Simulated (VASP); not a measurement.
Write the native input for VASP 6.6.1 that does the following.

| Property | Result |
| --- | --- |
| Task | single point |
| Functional | revPBE |
| Potentials or basis | VASP PAW PBE potentials, release 64 (Bi_d) |
| Cutoff | 520 eV |
| k mesh | 12 × 12 × 6 |
| Occupations | fermi-dirac, width 0.1 eV |
| Spin | no spin polarisation |
| Dipole correction | no |
| Further INCAR settings | ALGO = Normal; EDIFF = 1e-07; NBANDS = 22 |

The structure of Bi lies in POSCAR:

```
Bi
1.0
    3.5163292026      0.0000000000      0.0000000000
   -1.7581646013      3.0452304175      0.0000000000
    0.0000000000      0.0000000000      5.7857377814
Bi
2
Direct
    0.3333333333      0.6666666667      0.2500000000
    0.6666666667      0.3333333333      0.7500000000
```

This cell differs from its parent crystal: volume scaled by 0.96.

These files were run (other wordings do the same):

INCAR

```
PREC     = Accurate       # precision mode
ENCUT    = 520            # plane-wave cutoff, eV
EDIFF    = 1E-7           # SCF threshold, eV
ISMEAR   = -1             # smearing method
SIGMA    = 0.1            # smearing width, eV
LREAL    = False          # projectors in reciprocal space
LASPH    = True           # aspherical terms in the spheres
NELM     = 60             # most SCF steps
ALGO     = Normal         # electronic algorithm
ISIF     = 2              # what is computed and relaxed
LWAVE    = False          # write WAVECAR
LCHARG   = True           # write CHGCAR
GGA      = RE             # functional
LELF     = True           # ELF
LVHAR    = True         
NBANDS   = 22             # bands
```

KPOINTS

```
regular mesh
0
Gamma
  12 12 6
```

Potentials or basis: VASP PAW PBE potentials, release 64 (Bi_d).

The run is started by

```console
$ cat potpaw_PBE.64/Bi_d/POTCAR > POTCAR
$ mpirun -np 1 vasp_std > vasp.out
```

Results of the run:

The pressure is 2.0 GPa and the band gap on the k mesh is zero (band 15 reaches 12.32 eV, above the bottom of band 16 at 5.31 eV).

Caveat: the PAW data sets were made with another functional, which shifts forces and pressure a little; spin-orbit coupling is left out, which moves the levels of the heavy elements.

Wall time 37 s on 1 thread of Intel(R) Xeon(R) 6975P-C (Granite Rapids) (shared host), peak memory 0.23 GiB.
